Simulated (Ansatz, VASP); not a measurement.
# Two plane-wave programs on CdSe

File INCAR:

```
PREC     = Accurate       # precision mode
ENCUT    = 500            # plane-wave cutoff, eV
EDIFF    = 1E-6           # SCF threshold, eV
ISMEAR   = 0              # smearing method
SIGMA    = 0.1            # smearing width, eV
LREAL    = F              # projectors in reciprocal space
LASPH    = T              # aspherical terms in the spheres
NELM     = 120            # most SCF steps
ALGO     = Normal         # electronic algorithm
ISIF     = 2              # what is computed and relaxed
LWAVE    = F              # write WAVECAR
LCHARG   = T              # write CHGCAR
GGA      = CA             # functional
LELF     = T              # ELF
LVHAR    = T            
NBANDS   = 16             # bands
GGA_COMPAT= F
```

Contents of KPOINTS:

```
regular mesh
0
Gamma
  6 6 6
```

Contents of POSCAR:

```
CdSe
1.0
    0.0000000000      3.0500000000      3.0500000000
    3.0500000000      0.0000000000      3.0500000000
    3.0500000000      3.0500000000      0.0000000000
Cd Se
1 1
Direct
    0.0000000000      0.0000000000      0.0000000000
    0.2500000000      0.2500000000      0.2500000000
```

Input for Ansatz:

```yaml
crystal:
  lattice:
    - [0.0, 3.05, 3.05]
    - [3.05, 0.0, 3.05]
    - [3.05, 3.05, 0.0]
  atoms:
    - { symbol: Cd, position: [0.0, 0.0, 0.0] }
    - { symbol: Se, position: [0.25, 0.25, 0.25] }
basis:
  ecutwfc: 420
kpoints:
  mp_grid: { grid: [6, 6, 6] }
hamiltonian:
  xc: lda
  pseudopotentials: { kind: paw, azcp: { folder: soft_1 } }
scf:
  occupations: { method: gaussian, width: 0.1 }
output:
  forces: true
  stress: true
  eigenvalues: true
```

Alike in both runs: task single point; functional LDA; k mesh 6 × 6 × 6; occupations gaussian, width 0.1 eV; no spin polarisation.

```csv
,VASP,Ansatz
version,VASP 6.6.1,Ansatz 0.2.0
potentials or method,"VASP PAW LDA potentials, release 64 (Cd, Se), cutoff 500 eV","scalar-relativistic, plane waves, PAW"
valence electrons in the cell,18,36
```

Ansatz gave:

| Property | Result |
| --- | --- |
| gap on the k mesh at the Fermi level (eV) | 0.31 |
| least direct gap on the mesh (eV) | 0.31 |
| pressure (GPa) | -2.4 |

Problem. Estimate VASP's values.

Solution. gap on the k mesh at the Fermi level (eV): 0.34; least direct gap on the mesh (eV): 0.34; pressure (GPa): -2.0.

Ansatz warns that its potentials were made for another functional, while VASP's fit it. LDA's correlation is that of Perdew and Zunger in VASP and of Perdew and Wang (1992) in Ansatz. VASP's potentials hold 18 valence electrons a cell and Ansatz's 36, so a difference there can come from the potentials and not from the codes.
